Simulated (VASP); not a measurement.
A run of VASP 6.6.1 is set up as follows.

File INCAR:

```
PREC = Accurate ; ENCUT = 400
EDIFF = 1E-6 ; ISMEAR = 0
SIGMA = 0.02 ; LREAL = F
LASPH = T ; NELM = 120
ALGO = Normal ; ISIF = 2
LWAVE = F ; LCHARG = F
LDIPOL = T ; IDIPOL = 3
DIPOL = 0.5 0.5 0.500 ; GGA = PE
IVDW = 12 ; NBANDS = 22
GGA_COMPAT = F ; NELMDL = -8
```

KPOINTS

```
regular mesh
0
Gamma
  9 9 1
```

The input POSCAR:

```
As
1.0
    3.7502050269      0.0000000000      0.0000000000
   -1.8751025135      3.0931169740      0.0000000000
    0.0000000000      0.0000000000     28.5742411176
As
2
Direct
    0.3316919568      0.6633839137      0.4759663498
    0.6683080432      0.3366160863      0.5240336502
```

Potentials or basis: VASP PAW PBE potentials, release 64 (As_d).

The run is started by

```bash
$ cat potpaw_PBE.64/As_d/POTCAR > POTCAR
$ mpirun -np 1 vasp_std > vasp.out
```

Task: Predict the largest force.

Result: 0.024 eV/Å.

Task: Predict the band gap on the k mesh.

Result: 1.35 eV (least direct gap 1.57 eV).

Task: Predict the dispersion energy per atom.

Result: -0.202 eV.

Forces on the atoms (eV/Å):
```
As   0.000  0.001 -0.024
As   0.000 -0.001  0.024
```

Caveat: the cell differs from its parent crystal (strain along x +0.050, then relaxed in part).
